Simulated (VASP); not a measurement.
# ZnSe (F-43m) in VASP: a series of runs

Runs on ZnSe. Level: PBE. Tasks: single point.

All numbers are computed with VASP 6.6.1; they aren't measurements. Logs are shortened: lines on timing, memory, paths and dates and some standing lists are left out, and cuts for length are marked.

## (1) The cell of the first run

It takes space group F-43m (No. 216, cubic). The conventional cell has a = 5.732 Å, b = 5.732 Å, c = 5.732 Å, α = 90.00°, β = 90.00°, γ = 90.00°. Within 3.3 Å of Zn (site symmetry -43m) lie 4 Se at 2.48 Å. Within 3.3 Å of Se (site symmetry -43m) lie 4 Zn at 2.48 Å.

## (2) Single point, PBE

File INCAR:

```
SYSTEM = ZnSe
ALGO = Normal
EDIFF = 1E-6
ENCUT = 520
GGA = PE
ISIF = 2
ISMEAR = 0
LASPH = .TRUE.
LCHARG = .FALSE.
LREAL = .FALSE.
LWAVE = .FALSE.
NBANDS = 16
NELM = 80
PREC = Accurate
SIGMA = 0.02
```

File KPOINTS:

```
k-points
0
G
  8 8 8
  0 0 0
```

File POSCAR:

```
ZnSe
1.0
    0.0000000000      2.8658805892      2.8658805892
    2.8658805892      0.0000000000      2.8658805892
    2.8658805892      2.8658805892      0.0000000000
Zn Se
1 1
Direct
    0.0000000000      0.0000000000      0.0000000000
    0.2500000000      0.2500000000      0.2500000000
```

Potentials or basis: VASP PAW PBE potentials, release 64 (Zn, Se).

Started as:

```console
$ cat potpaw_PBE.64/Zn/POTCAR potpaw_PBE.64/Se/POTCAR > POTCAR
$ mpirun -np 1 vasp_std > vasp.out
```

OUTCAR:

```text
SYSTEM = ZnSe
   EDIFF = 1E-6
   ENCUT = 520
   GGA = PE
   ISIF = 2
   ISMEAR = 0
   LASPH = .TRUE.
   LREAL = .FALSE.
   NELM = 80
   PREC = Accurate

 ion  position               nearest neighbor table
   1  0.000  0.000  0.000-   2 2.48   2 2.48   2 2.48   2 2.48
   2  0.250  0.250  0.250-   1 2.48   1 2.48   1 2.48   1 2.48

  LATTYP: Found a face centered cubic cell.
 ALAT       =     5.7317611784

  Lattice vectors:

 A1 = (   0.0000000000,   2.8658805892,   2.8658805892)
 A2 = (   2.8658805892,   0.0000000000,   2.8658805892)
 A3 = (   2.8658805892,   2.8658805892,   0.0000000000)

Analysis of symmetry for initial positions (statically):
=====================================================================
 Subroutine PRICEL returns:
 Original cell was already a primitive cell.

 Routine SETGRP: Setting up the symmetry group for a
 face centered cubic supercell.

 Subroutine GETGRP returns: Found 24 space group operations
 (whereof 24 operations were pure point group operations)
 out of a pool of 48 trial point group operations.

The static configuration has the point symmetry T_d .

Analysis of symmetry for dynamics (positions and initial velocities):
=====================================================================
 Subroutine PRICEL returns:
 Original cell was already a primitive cell.

 Routine SETGRP: Setting up the symmetry group for a
 face centered cubic supercell.

 Subroutine GETGRP returns: Found 24 space group operations
 (whereof 24 operations were pure point group operations)
 out of a pool of 48 trial point group operations.

The dynamic configuration has the point symmetry T_d .

 Subroutine INISYM returns: Found 24 space group operations
 (whereof 24 operations are pure point group operations),
 and found     1 'primitive' translations

----------------------------------------------------------------------------------------

                                     Primitive cell

  volume of cell :      47.0765

  direct lattice vectors                    reciprocal lattice vectors
     0.000000000  2.865880589  2.865880589    -0.174466446  0.174466446  0.174466446
     2.865880589  0.000000000  2.865880589     0.174466446 -0.174466446  0.174466446
     2.865880589  2.865880589  0.000000000     0.174466446  0.174466446 -0.174466446

  length of vectors
     4.052967197  4.052967197  4.052967197     0.302184748  0.302184748  0.302184748

  position of ions in fractional coordinates (direct lattice)
     0.000000000  0.000000000  0.000000000
     0.250000000  0.250000000  0.250000000

  ion indices of the primitive-cell ions
   primitive index   ion index
                 1           1
                 2           2

----------------------------------------------------------------------------------------

 KPOINTS: k-points

Automatic generation of k-mesh.
 Grid dimensions read from file:
 generate k-points for:    8    8    8

 Generating k-lattice:

  Cartesian coordinates                     Fractional coordinates (reciprocal lattice)
    -0.021808306  0.021808306  0.021808306     0.125000000  0.000000000  0.000000000
     0.021808306 -0.021808306  0.021808306     0.000000000  0.125000000  0.000000000
     0.021808306  0.021808306 -0.021808306     0.000000000  0.000000000  0.125000000

  Length of vectors
     0.037773094  0.037773094  0.037773094

  Shift w.r.t. Gamma in fractional coordinates (k-lattice)
     0.000000000  0.000000000  0.000000000

 Subroutine IBZKPT returns following result:
 ===========================================

 Found     29 irreducible k-points:

 Following reciprocal coordinates:
            Coordinates               Weight
  0.000000  0.000000  0.000000      1.000000
  0.125000  0.000000  0.000000      8.000000
  0.250000  0.000000  0.000000      8.000000
  0.375000  0.000000  0.000000      8.000000
  0.500000  0.000000  0.000000      4.000000
  0.125000  0.125000  0.000000      6.000000
[... 16 lines left out ...]
  0.500000  0.250000  0.125000     48.000000
 -0.375000  0.250000  0.125000     24.000000
 [... further k-points ...]
   k-points           NKPTS =     29   k-points in BZ     NKDIM =     29   number of bands    NBANDS=     16
   number of dos      NEDOS =    301   number of ions     NIONS =      2
   total plane-waves  NPLWV =  27000
   dimension x,y,z NGX =    30 NGY =   30 NGZ =   30
   dimension x,y,z NGXF=    60 NGYF=   60 NGZF=   60
   ions per type =               1   1
   NGX,Y,Z   is equivalent  to a cutoff of  12.31, 12.31, 12.31 a.u.
   NGXF,Y,Z  is equivalent  to a cutoff of  24.61, 24.61, 24.61 a.u.
 SYSTEM =  ZnSe
   PREC   = accura    normal or accurate (medium, high low for compatibility)
   ISTART =      0    job   : 0-new  1-cont  2-samecut
   ICHARG =      2    charge: 1-file 2-atom 10-const
   ISPIN  =      1    spin polarized calculation?
   LNONCOLLINEAR =      F non collinear calculations
   LSORBIT =      F    spin-orbit coupling
   LASPH  =      T    aspherical Exc in radial PAW
   ENCUT  =  520.0 eV  38.22 Ry    6.18 a.u.   7.54  7.54  7.54*2*pi/ulx,y,z
   NELM   =     80;   NELMIN=  2; NELMDL= -5     # of ELM steps
   EDIFF  = 0.1E-05   stopping-criterion for ELM
   LREAL  =      F    real-space projection
   EDIFFG = 0.1E-04   stopping-criterion for IOM
   NSW    =      0    number of steps for IOM
   IBRION =     -1    ionic relax: 0-MD 1-quasi-New 2-CG
   NFREE  =      0    steps in history (QN), initial steepest desc. (CG)
   ISIF   =      2    stress and relaxation
   ISYM   =      2    0-nonsym 1-usesym 2-fastsym
   POTIM  = 0.5000    time-step for ionic-motion
   TEBEG  =    0.0;   TEEND  =   0.0 temperature during run
   PSTRESS=    0.0 pullay stress
   NELECT =      18.0000    total number of electrons
   NUPDOWN=      -1.0000    fix difference up-down
   EMIN   =  10.00;   EMAX   =-10.00  energy-range for DOS
   EFERMI =   0.00;   METHOD = LEGACY
   ISMEAR =     0;   SIGMA  =   0.02  broadening in eV -4-tet -1-fermi 0-gaus
   EFERMI_NEDOS =   21; number of points for ismear=-14 and -15
   IALGO  =     38    algorithm
   IMIX   =      4    mixing-type and parameters
     AMIX     =   0.40;   BMIX     =  1.00
     AMIX_MAG =   1.60;   BMIX_MAG =  1.00
  volume/ion in A,a.u.               =      23.54       158.84
  Fermi-wavevector in a.u.,A,eV,Ry     =   1.188222  2.245414 19.209677  1.411871
  Thomas-Fermi vector in A             =   2.324356
   LORBIT       =      0    0 simple, 1 ext, 2 COOP (PROOUT), +10 PAW based schemes
   GGA     = PE    functional components
   LHFCALC =     F    Hartree Fock is set to
   AEXX    =    0.0000 exact exchange contribution
   IVDW    =     0    specifies the selected vdW correction
   LEPSILON=     F    determine dielectric tensor
   LRPA    =     F    only Hartree local field effects (RPA)
 non-spin polarized calculation
 Gauss-broadening in eV      SIGMA  =   0.02
  energy-cutoff  :      520.00
  volume of cell :       47.08
 maximum number of plane-waves:      1287
   NGX = 15   NGY = 15   NGZ = 15

 number of electron      18.0000017 magnetization

 Free energy of the ion-electron system (eV)
  ---------------------------------------------------
  ext. energy  EPLUGINS =         0.00000000
  ---------------------------------------------------
  free energy    TOTEN  =        -6.03241764 eV

  energy without entropy =       -6.03241764  energy(sigma->0) =       -6.03241764

 E-fermi :   1.4157     XC(G=0):  -9.1683

 val. band max:        1.3294308378   @ k =   0.0000   0.0000   0.0000
 cond. band min:       2.4851384555   @ k =   0.0000   0.0000   0.0000
 fundamental gap:      1.1557076177
 Fermi energy:         1.4156582886

 k-point     1 :       0.0000    0.0000    0.0000
  band No.  band energies     occupation
      1     -11.7188      2.00000
      2      -5.0995      2.00000
      3      -5.0995      2.00000
      4      -5.0995      2.00000
      5      -4.7597      2.00000
      6      -4.7597      2.00000
[... 8 lines left out ...]
     15      12.7189      0.00000
     16      12.7189      0.00000

 k-point     2 :       0.1250    0.0000    0.0000
  band No.  band energies     occupation
      1     -11.6246      2.00000
      2      -5.0907      2.00000
      3      -5.0848      2.00000
      4      -5.0848      2.00000
      5      -4.7609      2.00000
      6      -4.7609      2.00000
[... 8 lines left out ...]
     15      11.9646      0.00000
     16      11.9864      0.00000

 k-point     3 :       0.2500    0.0000    0.0000
  band No.  band energies     occupation
      1     -11.3809      2.00000
      2      -5.0526      2.00000
      3      -5.0526      2.00000
      4      -5.0325      2.00000
      5      -4.7594      2.00000
      6      -4.7594      2.00000
[... 8 lines left out ...]
     15      11.7287      0.00000
     16      11.9871      0.00000

 k-point     4 :       0.3750    0.0000    0.0000
  band No.  band energies     occupation
      1     -11.1091      2.00000
      2      -5.0267      2.00000
      3      -5.0267      2.00000
      4      -4.8457      2.00000
      5      -4.7498      2.00000
      6      -4.7498      2.00000
[... 8 lines left out ...]
     15      12.7972      0.00000
     16      12.7972      0.00000
[... 324 lines left out ...]
 k-point    22 :       0.3750    0.2500    0.1250
  band No.  band energies     occupation
      1     -11.1909      2.00000
      2      -5.0520      2.00000
      3      -5.0043      2.00000
      4      -4.9750      2.00000
      5      -4.7718      2.00000
      6      -4.7369      2.00000
[... 8 lines left out ...]
     15      13.4764      0.00000
     16      14.5917      0.00000

 k-point    23 :       0.5000    0.2500    0.1250
  band No.  band energies     occupation
      1     -10.9644      2.00000
      2      -5.0081      2.00000
      3      -4.9816      2.00000
      4      -4.8529      2.00000
      5      -4.7477      2.00000
      6      -4.6960      2.00000
[... 8 lines left out ...]
     15      13.7689      0.00000
     16      14.8888      0.00000

 k-point    24 :      -0.3750    0.2500    0.1250
  band No.  band energies     occupation
      1     -10.8642      2.00000
      2      -5.0011      2.00000
      3      -4.9690      2.00000
      4      -4.7867      2.00000
      5      -4.7527      2.00000
      6      -4.5659      2.00000
[... 8 lines left out ...]
     15      13.9528      0.00000
     16      14.7439      0.00000

 [... further k-points ...]

------------------------ aborting loop because EDIFF is reached ----------------------------------------

  FORCE on cell =-STRESS in cart. coord.  units (eV):
  Direction    XX          YY          ZZ          XY          YZ          ZX
  --------------------------------------------------------------------------------------
  -------------------------------------------------------------------------------------
  Total        0.0714371      0.0714371      0.0714371     -0.0000000      0.0000000     -0.0000000
  in kB        2.4312513      2.4312513      2.4312513     -0.0000000      0.0000000     -0.0000000
  external PRESSURE =       2.4312513 kB  Pullay stress =       0.0000000 kB

 VOLUME and BASIS-vectors are now :
 -----------------------------------------------------------------------------
  energy-cutoff  :      520.00
  volume of cell :       47.08
      direct lattice vectors                 reciprocal lattice vectors
     0.000000000  2.865880589  2.865880589    -0.174466446  0.174466446  0.174466446
     2.865880589  0.000000000  2.865880589     0.174466446 -0.174466446  0.174466446
     2.865880589  2.865880589  0.000000000     0.174466446  0.174466446 -0.174466446

 POSITION                                       TOTAL-FORCE (eV/Angst)
 -----------------------------------------------------------------------------------
      0.00000      0.00000      0.00000         0.000000     -0.000000      0.000000
      1.43294      1.43294      1.43294        -0.000000      0.000000     -0.000000
 -----------------------------------------------------------------------------------
    total drift:                               -0.000001     -0.000001     -0.000001

  FREE ENERGIE OF THE ION-ELECTRON SYSTEM (eV)
  ---------------------------------------------------
  free  energy   TOTEN  =        -6.0324176373 eV

  energy  without entropy=       -6.0324176373  energy(sigma->0) =       -6.03241764
```

It took 15 s on 1 thread of AMD EPYC 7R13 (Zen 3), shared host; peak memory 0.15 GiB.

What came out:

```
Free energy            : -6.0324 eV
Pressure               : 0.2 GPa
Band gap on the k mesh : 1.16 eV
```

## (3) Single point, PBE

File INCAR:

```
  ALGO = Normal
  EDIFF = 1E-6
  ENCUT = 520
  GGA = PE
  ISIF = 2
  ISMEAR = 0
  LASPH = T
  LCHARG = F
  LREAL = F
  LWAVE = F
  NBANDS = 16
  NELM = 80
  PREC = Accurate
  SIGMA = 0.01
```

File KPOINTS:

```
k-points
0
Gamma
  8 8 8
```

POSCAR is that of step 2.

Potentials or basis: VASP PAW PBE potentials, release 64 (Zn, Se).

Started as:

```console
$ cat potpaw_PBE.64/Zn/POTCAR potpaw_PBE.64/Se/POTCAR > POTCAR
$ mpirun -np 1 vasp_std > vasp.out
```

It took 15 s on 1 thread of AMD EPYC 7R13 (Zen 3), shared host; peak memory 0.15 GiB.

It converged, with:

| Quantity | Value |
| --- | --- |
| Free energy | -6.0324 eV |
| Pressure | 0.2 GPa |
| Band gap on the k mesh | 1.16 eV |

Levels at points of the mesh, in eV from the valence-band top:
```tsv
k point	band 5	band 6	band 7	band 8	band 9	band 10	band 11	band 12	band 13	band 14
(0.00, 0.00, 0.00)	-6.09	-6.09	0.00	0.00	0.00	1.16	5.81	5.81	5.81	9.80
(0.50, 0.00, 0.00)	-6.07	-5.94	-5.02	-0.82	-0.82	2.48	6.38	6.38	8.48	10.81
(0.50, 0.50, 0.00)	-6.04	-5.92	-4.61	-2.07	-2.07	3.06	3.46	10.50	11.02	11.02
```
